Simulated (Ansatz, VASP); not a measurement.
# Two plane-wave programs on Cd3TeSe2

```
Cd Te Se
1.0
     4.23671    0.00000    0.00000
    -2.11835    3.66910    0.00000
     0.00000    0.00000   10.23528
Cd Te Se
3 1 2
Direct
  0.33333 0.66667 0.67521
  0.66667 0.33333 0.32479
  0.00000 0.00000 0.50000
  0.00000 0.00000 0.00000
  0.33333 0.66667 0.17209
  0.66667 0.33333 0.82791
```

Change from the starting cell: species swapped into the Li3PrBi2 type (P-3m1, No. 164).

Alike in both runs: functional PBE; k mesh 12 × 12 × 4; occupations gaussian, width 0.1 eV; no spin polarisation.

Ansatz relaxed the structure, and its values are those at the end. VASP's run is a single point on that final structure, the one shown.

|  | VASP | Ansatz |
| --- | --- | --- |
| version | VASP 6.6.1 | Ansatz 0.2.0 |
| potentials or method | VASP PAW PBE potentials, release 64 (Cd, Te, Se), cutoff 520 eV | scalar-relativistic, plane waves, PAW |
| valence electrons in the cell | 54 | 108 |

```tsv
	VASP	Ansatz	Ansatz less VASP
gap on the k mesh at the Fermi level (eV)	none	none	-
pressure (GPa)	0.1	0.0	-0.12
rms of the force components (eV/Å)	0.007	0.000	-0.0072
```

A gap of «none» marks a metal or a gap that the smearing closes. VASP's potentials hold 54 valence electrons a cell and Ansatz's 108, so a difference there can come from the potentials and not from the codes.

Spin-orbit coupling is off throughout.
